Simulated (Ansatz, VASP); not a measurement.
# Mg2Sn in VASP and in Ansatz

```xyz
3
Lattice="0.0000 3.3799 3.3799 3.3799 0.0000 3.3799 3.3799 3.3799 0.0000" Properties=species:S:1:pos:R:3 pbc="T T T"
Sn    0.0000    0.0000    0.0000
Mg    1.6900    1.6900    1.6900
Mg    5.0699    5.0699    5.0699
```

Alike in both runs: task single point; functional PBE-based global hybrid; k mesh 4 × 4 × 4; occupations fermi-dirac, width 0.02 eV; no spin polarisation.

```csv
,VASP,Ansatz
version,VASP 6.6.1,Ansatz 0.2.0
potentials or method,"VASP PAW PBE potentials, release 64 (Sn_d, Mg)",plane waves
plane-wave cutoff (eV),520,420
valence electrons in the cell,18,34
```

Ansatz gave:

```
pressure (GPa) : 1.0
```

Task: Estimate VASP's values.

Result: Pressure (GPa): 0.8.

VASP's potentials were made for PBE, not for PBE-based global hybrid. The functional is the same, so the differences come from potentials, cutoffs and numerics. VASP's potentials hold 18 valence electrons a cell and Ansatz's 34, so a difference there can come from the potentials and not from the codes. Ansatz's warnings: filled band counts differ across k points, stress exchange threshold loose, stress scf threshold loose.

The k mesh is coarse, so the values compare programs but aren't converged.
